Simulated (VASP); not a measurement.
# NaCl (Pm-3m) in VASP: further runs

NaCl is run at these levels: PBE+D4, PBE; tasks: single point, relaxation of cell and atoms.

All numbers are computed with VASP 6.6.1; they aren't measurements. Logs are shortened: lines on timing, memory, paths and dates and some standing lists are left out, and cuts for length are marked.

**1. The cell of the first run**

The structure is cubic, space group Pm-3m (No. 221). The conventional cell has a = 3.473 Å, b = 3.473 Å, c = 3.473 Å, α = 90.00°, β = 90.00°, γ = 90.00°. Cl (site symmetry m-3m) has 8 Na at 3.01 Å and 6 Cl at 3.47 Å within 4.0 Å. Na (site symmetry m-3m) has 8 Cl at 3.01 Å and 6 Na at 3.47 Å within 4.0 Å.

**2. Single point, PBE+D4**

File INCAR:

```
PREC = Accurate
ENCUT = 500
EDIFF = 1E-6
ISMEAR = -1
SIGMA = 0.05
LREAL = False
LASPH = True
NELM = 120
ALGO = Normal
ISIF = 2
LWAVE = False
LCHARG = False
GGA = PE
IVDW = 13
NBANDS = 14
GGA_COMPAT = False
```

File KPOINTS:

```
regular mesh
0
Gamma
  8 8 8
```

File POSCAR:

```
NaCl
1.0
    3.4730112640      0.0000000000      0.0000000000
    0.0000000000      3.4730112640      0.0000000000
    0.0000000000      0.0000000000      3.4730112640
Cl Na
1 1
Direct
    0.5000000000      0.5000000000      0.5000000000
    0.0000000000      0.0000000000      0.0000000000
```

Potentials or basis: VASP PAW PBE potentials, release 64 (Cl, Na_pv).

Started as:

```bash
cat potpaw_PBE.64/Cl/POTCAR potpaw_PBE.64/Na_pv/POTCAR > POTCAR
mpirun -np 1 vasp_std > vasp.out
```

OUTCAR:

```text
PREC = Accurate
   ENCUT = 500
   EDIFF = 1E-6
   ISMEAR = -1
   LREAL = False
   LASPH = True
   NELM = 120
   ISIF = 2
   GGA = PE
   IVDW = 13

 ion  position               nearest neighbor table
   1  0.500  0.500  0.500-
   2  0.000  0.000  0.000-

  LATTYP: Found a simple cubic cell.
 ALAT       =     3.4730112640

  Lattice vectors:

 A1 = (   3.4730112640,   0.0000000000,   0.0000000000)
 A2 = (   0.0000000000,   3.4730112640,   0.0000000000)
 A3 = (   0.0000000000,   0.0000000000,   3.4730112640)

Analysis of symmetry for initial positions (statically):
=====================================================================
 Subroutine PRICEL returns:
 Original cell was already a primitive cell.

 Routine SETGRP: Setting up the symmetry group for a
 simple cubic supercell.

 Subroutine GETGRP returns: Found 48 space group operations
 (whereof 48 operations were pure point group operations)
 out of a pool of 48 trial point group operations.

The static configuration has the point symmetry O_h .

Analysis of symmetry for dynamics (positions and initial velocities):
=====================================================================
 Subroutine PRICEL returns:
 Original cell was already a primitive cell.

 Routine SETGRP: Setting up the symmetry group for a
 simple cubic supercell.

 Subroutine GETGRP returns: Found 48 space group operations
 (whereof 48 operations were pure point group operations)
 out of a pool of 48 trial point group operations.

The dynamic configuration has the point symmetry O_h .

 Subroutine INISYM returns: Found 48 space group operations
 (whereof 48 operations are pure point group operations),
 and found     1 'primitive' translations

----------------------------------------------------------------------------------------

                                     Primitive cell

  volume of cell :      41.8908

  direct lattice vectors                    reciprocal lattice vectors
     3.473011264  0.000000000  0.000000000     0.287934569  0.000000000  0.000000000
     0.000000000  3.473011264  0.000000000     0.000000000  0.287934569  0.000000000
     0.000000000  0.000000000  3.473011264     0.000000000  0.000000000  0.287934569

  length of vectors
     3.473011264  3.473011264  3.473011264     0.287934569  0.287934569  0.287934569

  position of ions in fractional coordinates (direct lattice)
     0.500000000  0.500000000  0.500000000
     0.000000000  0.000000000  0.000000000

[... 86 lines left out ...]
   PSTRESS=    0.0 pullay stress
   NELECT =      14.0000    total number of electrons
   NUPDOWN=      -1.0000    fix difference up-down
   EMIN   =  10.00;   EMAX   =-10.00  energy-range for DOS
   EFERMI =   0.00;   METHOD = LEGACY
   ISMEAR =    -1;   SIGMA  =   0.05  broadening in eV -4-tet -1-fermi 0-gaus
   EFERMI_NEDOS =   21; number of points for ismear=-14 and -15
   IALGO  =     38    algorithm
   IMIX   =      4    mixing-type and parameters
     AMIX     =   0.40;   BMIX     =  1.00
     AMIX_MAG =   1.60;   BMIX_MAG =  1.00
  volume/ion in A,a.u.               =      20.95       141.35
  Fermi-wavevector in a.u.,A,eV,Ry     =   1.136086  2.146892 17.560931  1.290692
  Thomas-Fermi vector in A             =   2.272791
   LORBIT       =      0    0 simple, 1 ext, 2 COOP (PROOUT), +10 PAW based schemes
   GGA     = PE    functional components
   LHFCALC =     F    Hartree Fock is set to
   AEXX    =    0.0000 exact exchange contribution
   IVDW    =    13    specifies the selected vdW correction
   LEPSILON=     F    determine dielectric tensor
   LRPA    =     F    only Hartree local field effects (RPA)
 non-spin polarized calculation
  energy-cutoff  :      500.00
  volume of cell :       41.89
 maximum number of plane-waves:      1080
 NGX is ok and might be reduce to    28
   NGX = 13   NGY = 13   NGZ = 13

 number of electron      13.9999992 magnetization

 Free energy of the ion-electron system (eV)
  ---------------------------------------------------
  ext. energy  EPLUGINS =         0.00000000
  ---------------------------------------------------
  free energy    TOTEN  =        -6.46563145 eV

  energy without entropy =       -6.46563145  energy(sigma->0) =       -6.46563145

 E-fermi :   1.6018     XC(G=0):  -8.5419

 val. band max:        0.6009344217   @ k =   0.5000   0.5000   0.0000
 cond. band min:       4.6644736859   @ k =   0.0000   0.0000   0.0000
 fundamental gap:      4.0635392642
 Fermi energy:         1.6018430336

 k-point     1 :       0.0000    0.0000    0.0000
  band No.  band energies     occupation
      1     -21.4478      2.00000
      2     -21.4478      2.00000
      3     -21.4478      2.00000
      4     -12.8640      2.00000
      5       0.0897      2.00000
      6       0.0897      2.00000
      7       0.0897      2.00000
      8       4.6645      0.00000
      9       9.1534      0.00000
     10       9.1534      0.00000
     11      16.5279      0.00000
     12      16.5284      0.00000
     13      16.5933      0.00000
     14      16.6033      0.00000
[... 377 lines left out ...]
      1     -21.4831      2.00000
      2     -21.4762      2.00000
      3     -21.4461      2.00000
      4     -12.2035      2.00000
      5      -1.8028      2.00000
      6      -1.4413      2.00000
      7       0.2137      2.00000
      8       6.6942      0.00000
      9      10.1124      0.00000
     10      10.4382      0.00000
     11      11.7628      0.00000
     12      14.2546      0.00000
     13      14.2946      0.00000
     14      17.2195      0.00000

 [... further k-points ...]

------------------------ aborting loop because EDIFF is reached ----------------------------------------

  DFT-D4 for vdW energy calculation

  Edisp (eV):   -0.20772

  FORCE on cell =-STRESS in cart. coord.  units (eV):
  Direction    XX          YY          ZZ          XY          YZ          ZX
  --------------------------------------------------------------------------------------
  -------------------------------------------------------------------------------------
  Total      -0.02029    -0.02029    -0.02029    -0.00000     0.00000     0.00000
  in kB      -0.77608    -0.77608    -0.77608    -0.00000     0.00000     0.00000
  external pressure =       -0.78 kB  Pullay stress =        0.00 kB

 VOLUME and BASIS-vectors are now :
 -----------------------------------------------------------------------------
  energy-cutoff  :      500.00
  volume of cell :       41.89
      direct lattice vectors                 reciprocal lattice vectors
     3.473011264  0.000000000  0.000000000     0.287934569  0.000000000  0.000000000
     0.000000000  3.473011264  0.000000000     0.000000000  0.287934569  0.000000000
     0.000000000  0.000000000  3.473011264     0.000000000  0.000000000  0.287934569

 POSITION                                       TOTAL-FORCE (eV/Angst)
 -----------------------------------------------------------------------------------
      1.73651      1.73651      1.73651         0.000000      0.000000      0.000000
      0.00000      0.00000      0.00000         0.000000      0.000000      0.000000
 -----------------------------------------------------------------------------------
    total drift:                               -0.000000      0.000000      0.000000

  FREE ENERGIE OF THE ION-ELECTRON SYSTEM (eV)
  ---------------------------------------------------
  free  energy   TOTEN  =        -6.6733524961 eV

  energy  without entropy=       -6.6733524960  energy(sigma->0) =       -6.67335250
```

OSZICAR:

```text
N       E                     dE             d eps       ncg     rms          rms(c)
DAV:   1     0.976400762986E+02    0.97640E+02   -0.69393E+03   986   0.994E+02
DAV:   2     0.111119199415E+01   -0.96529E+02   -0.88112E+02  1126   0.264E+02
DAV:   3    -0.659430326010E+01   -0.77055E+01   -0.76531E+01  1262   0.698E+01
DAV:   4    -0.671368548969E+01   -0.11938E+00   -0.11935E+00  1094   0.940E+00
DAV:   5    -0.671627101532E+01   -0.25855E-02   -0.25855E-02  1342   0.139E+00    0.233E+00
DAV:   6    -0.649493416459E+01    0.22134E+00   -0.29924E-01  1240   0.340E+00    0.166E+00
DAV:   7    -0.646568096688E+01    0.29253E-01   -0.90603E-02  1378   0.181E+00    0.115E+00
DAV:   8    -0.646580146067E+01   -0.12049E-03   -0.10760E-02  1070   0.936E-01    0.428E-01
DAV:   9    -0.646556485586E+01    0.23660E-03   -0.45273E-04  1244   0.159E-01    0.195E-01
DAV:  10    -0.646563439626E+01   -0.69540E-04   -0.22820E-04  1082   0.112E-01    0.315E-02
DAV:  11    -0.646563147741E+01    0.29188E-05   -0.98678E-06  1202   0.281E-02    0.114E-02
DAV:  12    -0.646563145055E+01    0.26867E-07   -0.21641E-06  1076   0.122E-02
   1 F= -.66733525E+01 E0= -.66733525E+01  d E =-.109038E-09
```

Wall time 26 s (1 thread of Intel Xeon 8259CL, shared host); peak memory 0.16 GiB.

Results:

```
Free energy                : -6.6734 eV
Pressure                   : -0.1 GPa
Band gap on the k mesh     : 4.06 eV, indirect (least direct gap 4.57 eV)
Dispersion energy per atom : -0.104 eV
```

A k mesh can miss the band edges. A hybrid or GW would open this gap; PBE tends to underestimate it.

**3. Single point, PBE**

This run uses another cell than the first one, of 21.48 Å³/atom, 1.025 times its volume.

File INCAR:

```
SYSTEM = NaCl
ALGO = Normal
EDIFF = 1E-6
ENCUT = 500
GGA = PE
GGA_COMPAT = .FALSE.
ISIF = 2
ISMEAR = 0
LASPH = .TRUE.
LCHARG = .FALSE.
LREAL = .FALSE.
LWAVE = .FALSE.
NBANDS = 14
NELM = 120
PREC = Accurate
SIGMA = 0.028999999999999998
```

File KPOINTS:

```
k-points
0
G
  8 8 8
  0 0 0
```

File POSCAR:

```
NaCl
1.0
    3.5021900000      0.0000000000      0.0000000000
    0.0000000000      3.5021900000      0.0000000000
    0.0000000000      0.0000000000      3.5021900000
Cl Na
1 1
Direct
    0.5000000000      0.5000000000      0.5000000000
    0.0000000000      0.0000000000      0.0000000000
```

Potentials or basis: VASP PAW PBE potentials, release 64 (Cl, Na_pv).

Started as:

```bash
cat potpaw_PBE.64/Cl/POTCAR potpaw_PBE.64/Na_pv/POTCAR > POTCAR
mpirun -np 1 vasp_std > vasp.out
```

Wall time 23 s (1 thread of Intel Xeon 8259CL, shared host); peak memory 0.16 GiB.

The run converged. Its results:

* Free energy: -6.4686 eV
* Pressure: 0.0 GPa
* Band gap on the k mesh: 3.98 eV, indirect (least direct gap 4.47 eV)

Levels at points of the mesh, in eV from the valence-band top:
```tsv
k point	band 4	band 5	band 6	band 7	band 8	band 9	band 10	band 11
(0.00, 0.00, 0.00)	-13.38	-0.49	-0.49	-0.49	3.98	8.58	8.58	15.69
(0.50, 0.00, 0.00)	-13.02	-2.94	-0.26	-0.26	6.92	8.56	10.51	11.84
(0.50, 0.50, 0.00)	-12.75	-2.26	-2.26	0.00	5.54	9.88	11.03	11.03
(0.50, 0.50, 0.50)	-12.48	-1.84	-1.84	-1.84	7.12	7.12	7.12	11.65
```

(Continued in part 2 of 2.)
